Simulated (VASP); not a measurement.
# Ti3O4 (I4/mmm) in VASP: further runs

Runs on Ti3O4. Level: PBEsol. Tasks: single point, relaxation of shape and atoms at fixed volume.

Everything below comes from runs of VASP 6.6.1. Logs are shortened: lines on timing, memory, paths and dates and some standing lists are left out, and cuts for length are marked.

## (1) The cell of the first run

It takes space group I4/mmm (No. 139, tetragonal). Conventional cell: a = 4.132 Å, b = 4.132 Å, c = 8.178 Å, α = 90.00°, β = 90.00°, γ = 90.00°. Within 2.7 Å of Ti (site symmetry -4m2) lie 6 O at 2.04 to 2.07 Å. Within 2.7 Å of Ti (site symmetry 4/mmm) lie 6 O at 2.07 to 2.09 Å. O (site symmetry mmm) has 4 Ti at 2.04 to 2.07 Å within 2.7 Å. Within 2.7 Å of O (site symmetry 4mm) lie 5 Ti at 2.07 to 2.09 Å.

## (2) Single point, PBEsol

Input file INCAR:

```
SYSTEM = Ti3O4
PREC = Accurate
ENCUT = 520
EDIFF = 1E-6
ISMEAR = 0
SIGMA = 0.1
LREAL = .FALSE.
LASPH = .TRUE.
NELM = 60
ALGO = Normal
ISIF = 2
LWAVE = .FALSE.
LCHARG = .FALSE.
GGA = PS
NBANDS = 39
```

Input file KPOINTS:

```
regular mesh
0
G
  12 12 12
  0 0 0
```

Input file POSCAR:

```
Ti3O4
1.0
   -2.0659088900      2.0659088900      4.0891339800
    2.0659088900     -2.0659088900      4.0891339800
    2.0659088900      2.0659088900     -4.0891339800
Ti O
3 4
Direct
    0.2500000000      0.7500000000      0.5000000000
    0.5000000000      0.5000000000      0.0000000000
    0.7500000000      0.2500000000      0.5000000000
    0.0000000000      0.5000000000      0.5000000000
    0.2445386501      0.2445386501      0.0000000000
    0.5000000000      0.0000000000      0.5000000000
    0.7554613499      0.7554613499      0.0000000000
```

Potentials or basis: VASP PAW PBE potentials, release 64 (Ti_sv, O).

Launch:

```bash
$ cat potpaw_PBE.64/Ti_sv/POTCAR potpaw_PBE.64/O/POTCAR > POTCAR
$ mpirun -np 1 vasp_std > vasp.out
```

OUTCAR:

```text
SYSTEM = Ti3O4
   PREC = Accurate
   ENCUT = 520
   EDIFF = 1E-6
   ISMEAR = 0
   LREAL = .FALSE.
   LASPH = .TRUE.
   NELM = 60
   ISIF = 2
   GGA = PS

 ion  position               nearest neighbor table
   1  0.250  0.750  0.500-   4 2.04   6 2.04   5 2.07   7 2.07   7 2.07   5 2.07   2 2.91   2 2.91
                             2 2.91   2 2.91
   2  0.500  0.500  0.000-   4 2.07   6 2.07   6 2.07   4 2.07   5 2.09   7 2.09   1 2.91   3 2.91
                             1 2.91   3 2.91   1 2.91   1 2.91   3 2.91   3 2.91
   3  0.750  0.250  0.500-   4 2.04   6 2.04   5 2.07   7 2.07   7 2.07   5 2.07   2 2.91   2 2.91
                             2 2.91   2 2.91
   4  0.000  0.500  0.500-   1 2.04   3 2.04   2 2.07   2 2.07
   5  0.245  0.245  0.000-   3 2.07   1 2.07   1 2.07   3 2.07   2 2.09
   6  0.500  0.000  0.500-   1 2.04   3 2.04   2 2.07   2 2.07
   7  0.755  0.755  0.000-   1 2.07   3 2.07   3 2.07   1 2.07   2 2.09

  LATTYP: Found a body centered tetragonal cell.
 ALAT       =     4.1318177800
 C/A-ratio  =     1.9793389727

  Lattice vectors:

 A1 = (  -2.0659088900,   2.0659088900,   4.0891339800)
 A2 = (   2.0659088900,  -2.0659088900,   4.0891339800)
 A3 = (   2.0659088900,   2.0659088900,  -4.0891339800)

Analysis of symmetry for initial positions (statically):
=====================================================================
 Subroutine PRICEL returns:
 Original cell was already a primitive cell.

 Routine SETGRP: Setting up the symmetry group for a
 body centered tetragonal supercell.

 Subroutine GETGRP returns: Found 16 space group operations
 (whereof 16 operations were pure point group operations)
 out of a pool of 16 trial point group operations.

The static configuration has the point symmetry D_4h.

Analysis of symmetry for dynamics (positions and initial velocities):
=====================================================================
 Subroutine PRICEL returns:
 Original cell was already a primitive cell.

 Routine SETGRP: Setting up the symmetry group for a
 body centered tetragonal supercell.

 Subroutine GETGRP returns: Found 16 space group operations
 (whereof 16 operations were pure point group operations)
 out of a pool of 16 trial point group operations.

The dynamic configuration has the point symmetry D_4h.

 Subroutine INISYM returns: Found 16 space group operations
 (whereof 16 operations are pure point group operations),
 and found     1 'primitive' translations

[... 108 lines left out ...]
   IBRION =     -1    ionic relax: 0-MD 1-quasi-New 2-CG
   NFREE  =      0    steps in history (QN), initial steepest desc. (CG)
   ISIF   =      2    stress and relaxation
   ISYM   =      2    0-nonsym 1-usesym 2-fastsym
   POTIM  = 0.5000    time-step for ionic-motion
   TEBEG  =    0.0;   TEEND  =   0.0 temperature during run
   PSTRESS=    0.0 pullay stress
   NELECT =      60.0000    total number of electrons
   NUPDOWN=      -1.0000    fix difference up-down
   EMIN   =  10.00;   EMAX   =-10.00  energy-range for DOS
   EFERMI =   0.00;   METHOD = LEGACY
   ISMEAR =     0;   SIGMA  =   0.10  broadening in eV -4-tet -1-fermi 0-gaus
   EFERMI_NEDOS =   21; number of points for ismear=-14 and -15
   IALGO  =     38    algorithm
   IMIX   =      4    mixing-type and parameters
     AMIX     =   0.40;   BMIX     =  1.00
     AMIX_MAG =   1.60;   BMIX_MAG =  1.00
  volume/ion in A,a.u.               =       9.97        67.30
  Fermi-wavevector in a.u.,A,eV,Ry     =   1.556518  2.941392 32.963473  2.422747
  Thomas-Fermi vector in A             =   2.660302
   LORBIT       =      0    0 simple, 1 ext, 2 COOP (PROOUT), +10 PAW based schemes
   GGA     = PS    functional components
   LHFCALC =     F    Hartree Fock is set to
   AEXX    =    0.0000 exact exchange contribution
   IVDW    =     0    specifies the selected vdW correction
   LEPSILON=     F    determine dielectric tensor
   LRPA    =     F    only Hartree local field effects (RPA)
 non-spin polarized calculation
 Gauss-broadening in eV      SIGMA  =   0.10
  energy-cutoff  :      520.00
  volume of cell :       69.81
 maximum number of plane-waves:      1899
 NGX is ok and might be reduce to    40
   NGX = 19   NGY = 19   NGZ = 19

 number of electron      60.0000003 magnetization

 Free energy of the ion-electron system (eV)
  ---------------------------------------------------
  ext. energy  EPLUGINS =         0.00000000
  ---------------------------------------------------
  free energy    TOTEN  =       -66.17437679 eV

  energy without entropy =      -66.16127609  energy(sigma->0) =      -66.16782644

 E-fermi :   9.5682     XC(G=0): -12.4473

 val. band max:        9.5676738439   @ k =   0.4167   0.2500   0.0833
 cond. band min:       9.5692956285   @ k =   0.3333   0.0833   0.0000
 fundamental gap:      0.0016217845
 Fermi energy:         9.5682048579

 k-point     1 :       0.0000    0.0000    0.0000
  band No.  band energies     occupation
      1     -48.4493      2.00000
      2     -48.3336      2.00000
      3     -48.2275      2.00000
      4     -25.0130      2.00000
      5     -24.9877      2.00000
      6     -24.9877      2.00000
[... 997 lines left out ...]
     38      11.6266      0.00000
     39      12.3173      0.00000

 [... further k-points ...]

------------------------ aborting loop because EDIFF is reached ----------------------------------------

  FORCE on cell =-STRESS in cart. coord.  units (eV):
  Direction    XX          YY          ZZ          XY          YZ          ZX
  --------------------------------------------------------------------------------------
  -------------------------------------------------------------------------------------
  Total       -2.1123404     -2.1123404     -2.2584580      0.0000000      0.0000000     -0.0000000
  in kB      -48.4798004    -48.4798004    -51.8333091      0.0000000      0.0000000     -0.0000000
  external PRESSURE =     -49.5976366 kB  Pullay stress =       0.0000000 kB

 VOLUME and BASIS-vectors are now :
 -----------------------------------------------------------------------------
  energy-cutoff  :      520.00
  volume of cell :       69.81
      direct lattice vectors                 reciprocal lattice vectors
    -2.065908890  2.065908890  4.089133980     0.000000000  0.242024226  0.122275279
     2.065908890 -2.065908890  4.089133980     0.242024226  0.000000000  0.122275279
     2.065908890  2.065908890 -4.089133980     0.242024226  0.242024226  0.000000000

 POSITION                                       TOTAL-FORCE (eV/Angst)
 -----------------------------------------------------------------------------------
      2.06591      0.00000      2.04457         0.000000      0.000000     -0.000000
      0.00000      0.00000      4.08913         0.000000      0.000000     -0.000000
      0.00000      2.06591      2.04457         0.000000      0.000000     -0.000000
      2.06591      0.00000      0.00000         0.000000      0.000000     -0.000000
      0.00000      0.00000      1.99990        -0.000000     -0.000000     -0.022330
      0.00000      2.06591      0.00000         0.000000      0.000000     -0.000000
      0.00000      0.00000      6.17837        -0.000000     -0.000000      0.022330
 -----------------------------------------------------------------------------------
    total drift:                               -0.000000     -0.000000      0.000000

  FREE ENERGIE OF THE ION-ELECTRON SYSTEM (eV)
  ---------------------------------------------------
  free  energy   TOTEN  =       -66.1743767950 eV

  energy  without entropy=      -66.1612760903  energy(sigma->0) =      -66.16782644
```

OSZICAR:

```text
N       E                     dE             d eps       ncg     rms          rms(c)
DAV:   1     0.883322063191E+03    0.88332E+03   -0.30522E+04 13106   0.192E+03
DAV:   2     0.682455488958E+02   -0.81508E+03   -0.77777E+03 13186   0.582E+02
DAV:   3    -0.688221970183E+02   -0.13707E+03   -0.13420E+03 16889   0.215E+02
DAV:   4    -0.783229962597E+02   -0.95008E+01   -0.94524E+01 19749   0.569E+01
DAV:   5    -0.787428280453E+02   -0.41983E+00   -0.41928E+00 18337   0.973E+00    0.298E+01
DAV:   6    -0.663658172386E+02    0.12377E+02   -0.78671E+01 18530   0.696E+01    0.108E+01
DAV:   7    -0.662417641745E+02    0.12405E+00   -0.88640E+00 18438   0.194E+01    0.766E+00
DAV:   8    -0.663024399549E+02   -0.60676E-01   -0.98388E-01 19211   0.138E+01    0.437E+00
DAV:   9    -0.661826015022E+02    0.11984E+00   -0.47167E-01 17149   0.728E+00    0.117E+00
DAV:  10    -0.661717913788E+02    0.10810E-01   -0.10980E-01 17591   0.339E+00    0.667E-01
DAV:  11    -0.661744635189E+02   -0.26721E-02   -0.25097E-02 16642   0.171E+00    0.456E-01
DAV:  12    -0.661743832106E+02    0.80308E-04   -0.57889E-03 17431   0.964E-01    0.709E-02
DAV:  13    -0.661743893034E+02   -0.60928E-05   -0.95480E-04 18365   0.381E-01    0.547E-02
DAV:  14    -0.661743723974E+02    0.16906E-04   -0.18237E-04 17418   0.177E-01    0.143E-02
DAV:  15    -0.661743761841E+02   -0.37867E-05   -0.30557E-05 17408   0.456E-02    0.590E-03
DAV:  16    -0.661743767950E+02   -0.61084E-06   -0.31982E-06 13287   0.170E-02
   1 F= -.66174377E+02 E0= -.66167826E+02  d E =-.131007E-01
```

Run time: 5.8 min. Hardware: 1 thread of Intel Xeon 6975P-C (Granite Rapids), shared host; peak memory 0.47 GiB.

What came out:

* Free energy: -66.1744 eV
* Pressure: -5.0 GPa
* Largest force: 0.022 eV/Å
* Band gap on the k mesh: zero (bands 30 and 31 overlap by 3.50 eV)

Forces on the atoms (eV/Å):
```
Ti   0.000  0.000  0.000
Ti   0.000  0.000  0.000
Ti   0.000  0.000  0.000
O    0.000  0.000  0.000
O    0.000  0.000 -0.022
O    0.000  0.000  0.000
O    0.000  0.000  0.022
```

Caveat: the cell stands under tension; the PAW data sets were made with another functional, which shifts forces and pressure a little; semilocal functionals often make such compounds metallic where correlation or magnetic order opens a gap, which also shifts bond lengths.

## (3) Single point, PBEsol (10.02 Å³/atom)

This run uses another cell than the first one, of 10.02 Å³/atom.

Input file INCAR:

```
PREC     = Accurate       # precision mode
ENCUT    = 520            # plane-wave cutoff, eV
EDIFF    = 1E-7           # SCF threshold, eV
ISMEAR   = 0              # smearing method
SIGMA    = 0.1            # smearing width, eV
LREAL    = F              # projectors in reciprocal space
LASPH    = T              # aspherical terms in the spheres
NELM     = 60             # most SCF steps
ALGO     = Normal         # electronic algorithm
ISIF     = 2              # what is computed and relaxed
LWAVE    = F              # write WAVECAR
LCHARG   = F              # write CHGCAR
GGA      = PS             # functional
NBANDS   = 39             # bands
```

Input file KPOINTS:

```
Automatic mesh
0
Gamma
  12 12 12
```

Input file POSCAR:

```
Ti3O4
1.0
   -2.0694766692      2.0694766692      4.0923558149
    2.0694766692     -2.0694766692      4.0923558149
    2.0694766692      2.0694766692     -4.0923558149
Ti O
3 4
Direct
    0.2500000000      0.7500000000      0.5000000000
    0.5000000000      0.5000000000      0.0000000000
    0.7500000000      0.2500000000      0.5000000000
    0.0000000000      0.5000000000      0.5000000000
    0.2447618892      0.2447618892      0.0000000000
    0.5000000000      0.0000000000      0.5000000000
    0.7552381108      0.7552381108      0.0000000000
```

Potentials or basis: VASP PAW PBE potentials, release 64 (Ti_sv, O).

Launch:

```bash
$ cat potpaw_PBE.64/Ti_sv/POTCAR potpaw_PBE.64/O/POTCAR > POTCAR
$ mpirun -np 1 vasp_std > vasp.out
```

OUTCAR:

```text
PREC = Accurate
   ENCUT = 520
   EDIFF = 1E-7
   ISMEAR = 0
   LREAL = F
   LASPH = T
   NELM = 60
   ISIF = 2
   GGA = PS

 ion  position               nearest neighbor table
   1  0.250  0.750  0.500-   4 2.05   6 2.05   5 2.07   7 2.07   7 2.07   5 2.07   2 2.91   2 2.91
                             2 2.91   2 2.91
   2  0.500  0.500  0.000-   4 2.07   6 2.07   6 2.07   4 2.07   5 2.09   7 2.09   1 2.91   3 2.91
                             1 2.91   3 2.91   1 2.91   1 2.91   3 2.91   3 2.91
   3  0.750  0.250  0.500-   4 2.05   6 2.05   5 2.07   7 2.07   7 2.07   5 2.07   2 2.91   2 2.91
                             2 2.91   2 2.91
   4  0.000  0.500  0.500-   1 2.05   3 2.05   2 2.07   2 2.07
[... 1223 lines left out ...]
  in kB      -58.6947482    -58.6947482    -57.0531150      0.0000000      0.0000000     -0.0000000
  external PRESSURE =     -58.1475371 kB  Pullay stress =       0.0000000 kB

 VOLUME and BASIS-vectors are now :
 -----------------------------------------------------------------------------
  energy-cutoff  :      520.00
  volume of cell :       70.11
      direct lattice vectors                 reciprocal lattice vectors
    -2.069476669  2.069476669  4.092355815     0.000000000  0.241606976  0.122179014
     2.069476669 -2.069476669  4.092355815     0.241606976  0.000000000  0.122179014
     2.069476669  2.069476669 -4.092355815     0.241606976  0.241606976  0.000000000

 POSITION                                       TOTAL-FORCE (eV/Angst)
 -----------------------------------------------------------------------------------
      2.06948      0.00000      2.04618         0.000000      0.000000      0.000000
      0.00000      0.00000      4.09236         0.000000      0.000000     -0.000000
      0.00000      2.06948      2.04618         0.000000      0.000000      0.000000
      2.06948      0.00000      0.00000         0.000000      0.000000      0.000000
      0.00000      0.00000      2.00331         0.000000      0.000000     -0.024087
      0.00000      2.06948      0.00000         0.000000      0.000000     -0.000000
      0.00000      0.00000      6.18141        -0.000000     -0.000000      0.024087
 -----------------------------------------------------------------------------------
    total drift:                               -0.000000      0.000000     -0.000000

  FREE ENERGIE OF THE ION-ELECTRON SYSTEM (eV)
  ---------------------------------------------------
  free  energy   TOTEN  =       -66.1648654633 eV

  energy  without entropy=      -66.1517026442  energy(sigma->0) =      -66.15828405
```

OSZICAR:

```text
N       E                     dE             d eps       ncg     rms          rms(c)
DAV:   1     0.879484948230E+03    0.87948E+03   -0.30532E+04 13066   0.192E+03
DAV:   2     0.684998595864E+02   -0.81099E+03   -0.77381E+03 13150   0.579E+02
DAV:   3    -0.688766007891E+02   -0.13738E+03   -0.13452E+03 16941   0.215E+02
DAV:   4    -0.783463362736E+02   -0.94697E+01   -0.94135E+01 19628   0.570E+01
DAV:   5    -0.787587854989E+02   -0.41245E+00   -0.41190E+00 18608   0.969E+00    0.297E+01
DAV:   6    -0.663660792221E+02    0.12393E+02   -0.78996E+01 18573   0.695E+01    0.108E+01
DAV:   7    -0.662357775946E+02    0.13030E+00   -0.89192E+00 18436   0.195E+01    0.760E+00
DAV:   8    -0.662939619571E+02   -0.58184E-01   -0.99440E-01 19397   0.137E+01    0.445E+00
DAV:   9    -0.661724934854E+02    0.12147E+00   -0.47731E-01 17142   0.721E+00    0.116E+00
DAV:  10    -0.661623358573E+02    0.10158E-01   -0.11060E-01 17659   0.333E+00    0.664E-01
DAV:  11    -0.661649666727E+02   -0.26308E-02   -0.25127E-02 16673   0.170E+00    0.457E-01
DAV:  12    -0.661648720886E+02    0.94584E-04   -0.58524E-03 17325   0.970E-01    0.717E-02
DAV:  13    -0.661648764083E+02   -0.43197E-05   -0.96266E-04 18271   0.379E-01    0.536E-02
DAV:  14    -0.661648612860E+02    0.15122E-04   -0.18332E-04 17464   0.175E-01    0.147E-02
DAV:  15    -0.661648649290E+02   -0.36430E-05   -0.29930E-05 17512   0.462E-02    0.582E-03
DAV:  16    -0.661648655976E+02   -0.66856E-06   -0.35559E-06 18828   0.167E-02    0.332E-03
DAV:  17    -0.661648654798E+02    0.11782E-06   -0.11150E-06 15462   0.944E-03    0.699E-04
DAV:  18    -0.661648654633E+02    0.16449E-07   -0.59461E-08  9269   0.196E-03
   1 F= -.66164865E+02 E0= -.66158284E+02  d E =-.131628E-01
```

stdout:

```text
POSCAR found type information on POSCAR TiO
 POSCAR found :  2 types and       7 ions
 scaLAPACK will be used
 -----------------------------------------------------------------------------
|                                                                             |
|                                                                             |
|     You enforced a specific xc type in the INCAR file but a different       |
|     I HOPE YOU KNOW WHAT YOU ARE DOING!                                     |
|                                                                             |
 -----------------------------------------------------------------------------

 LDA part: xc-table for (Slater+PW92), standard interpolation
 POSCAR, INCAR and KPOINTS ok, starting setup
 FFT: planning ... GRIDC
 FFT: planning ... GRID_SOFT
 FFT: planning ... GRID
 WAVECAR not read
 entering main loop
```

It took 6.9 min on 1 thread of Intel Xeon 6975P-C (Granite Rapids), shared host; peak memory 0.49 GiB.

What came out:

- Free energy: -66.1649 eV
- Pressure: -5.8 GPa
- Largest force: 0.024 eV/Å
- Band gap on the k mesh: zero (bands 30 and 31 overlap by 3.47 eV)

Forces in eV/Å, atoms in the order of the input:
```
Ti   0.000  0.000  0.000
Ti   0.000  0.000  0.000
Ti   0.000  0.000  0.000
O    0.000  0.000  0.000
O    0.000  0.000 -0.024
O    0.000  0.000  0.000
O    0.000  0.000  0.024
```

Stress tensor (GPa, compression positive):
```
-5.87  0.00  0.00
 0.00 -5.87  0.00
 0.00  0.00 -5.71
```

Levels at points of the mesh, in eV from the Fermi level:
```tsv
k point	band 27	band 28	band 29	band 30	band 31	band 32	band 33	band 34
(0.00, 0.00, 0.00)	-3.85	-3.85	-2.80	-0.62	-0.62	0.37	0.47	0.47
(0.50, 0.00, 0.00)	-5.18	-4.02	-1.11	0.27	0.38	0.54	0.68	1.04
(0.50, 0.50, 0.00)	-5.30	-3.52	0.76	0.76	1.05	1.15	1.22	1.33
(0.50, 0.50, 0.50)	-4.30	-4.30	-2.46	-2.45	-2.45	-0.17	0.86	1.32
```

Caveat: the cell stands under tension; the PAW data sets were made with another functional, which shifts forces and pressure a little; semilocal functionals often make such compounds metallic where correlation or magnetic order opens a gap, which also shifts bond lengths.

[end of part 1 of 2]

The gap in the log of VASP goes by the Fermi energy; the results here count the filled bands.